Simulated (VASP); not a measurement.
Input of a VASP 6.6.1 run:

INCAR

```
SYSTEM = TiSi2
  ALGO = Normal
  DIPOL = 0.5 0.5 0.502
  EDIFF = 1E-7
  ENCUT = 520
  GGA = PE
  IDIPOL = 3
  ISIF = 2
  ISMEAR = 0
  IVDW = 12
  LASPH = .TRUE.
  LCHARG = .FALSE.
  LDIPOL = .TRUE.
  LREAL = .FALSE.
  LWAVE = .FALSE.
  NBANDS = 40
  NELM = 80
  PREC = Accurate
  SIGMA = 0.1
```

KPOINTS

```
k-points
0
G
  7 7 1
  0 0 0
```

POSCAR

```
TiSi2
1.0
    4.7035829156      0.0000000000      0.0000000000
   -2.3206826706      4.0912252671      0.0000000000
    0.0000000000      0.0000000000     21.2307305598
Ti Si
3 6
Direct
    0.0000000000      0.0000000000      0.4003630481
    0.0000000000      0.5000000000      0.5026441457
    0.5000000000      0.5000000000      0.6043620116
    0.3365450031      0.6634549969      0.4003630481
    0.6634549969      0.3365450031      0.4003630481
    0.6601471688      0.8387746225      0.5021185297
    0.3398528312      0.1612253775      0.5021185297
    0.8337166553      0.1574881906      0.6038355707
    0.1662833447      0.8425118094      0.6038355707
```

Potentials or basis: VASP PAW PBE potentials, release 64 (Ti_sv, Si).

Run with:

```bash
$ cat potpaw_PBE.64/Ti_sv/POTCAR potpaw_PBE.64/Si/POTCAR > POTCAR
$ mpirun -np 1 vasp_std > vasp.out
```

**Question.** What does it give for the band gap on the k mesh?

**Answer.** Zero (bands 30 and 31 overlap by 0.56 eV).

**Question.** Predict the largest force.

**Answer.** 0.066 eV/Å.

**Question.** Predict the dispersion energy per atom.

**Answer.** -0.358 eV.

Forces in eV/Å, atoms in the order of the input:
```
Ti   0.000  0.000 -0.066
Ti   0.000  0.000  0.008
Ti   0.000  0.000  0.000
Si   0.052  0.003  0.041
Si  -0.052 -0.003  0.041
Si  -0.001  0.001 -0.004
Si   0.001 -0.001 -0.004
Si   0.006 -0.016 -0.009
Si  -0.006  0.016 -0.009
```
